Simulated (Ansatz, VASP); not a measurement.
**B2P3 in VASP and in Ansatz**

```
B P
1.0
    -2.44826    2.44826    3.54172
     2.44826   -2.44826    3.54172
     2.44826    2.44826   -3.54172
B P
2 3
Direct
  0.75000 0.25000 0.50000
  0.25000 0.75000 0.50000
  0.50000 0.50000 0.00000
  0.50000 0.00000 0.50000
  0.00000 0.50000 0.50000
```

Alike in both runs: functional PBE; k mesh 5 × 5 × 5; occupations gaussian, width 0.2 eV; no spin polarisation.

Ansatz relaxed the structure, and its values are those at the end. VASP's run is a single point on that final structure, the one shown.

|  | VASP | Ansatz |
| --- | --- | --- |
| version | VASP 6.6.1 | Ansatz 0.2.0 |
| potentials or method | VASP PAW PBE potentials, release 64 (B, P), cutoff 500 eV | scalar-relativistic, plane waves, PAW |
| valence electrons in the cell | 21 | 21 |

Ansatz gave:

```
gap on the k mesh at the Fermi level (eV) : none
pressure (GPa)                            : 0.2
```

Question: Estimate VASP's values.

Answer: gap on the k mesh at the Fermi level (eV): none; pressure (GPa): 0.0.

A gap of «none» marks a metal or a gap that the smearing closes. With one functional, cell and mesh, what is left measures potentials, basis and numerics.

The k mesh is coarse, so the values compare programs but aren't converged.
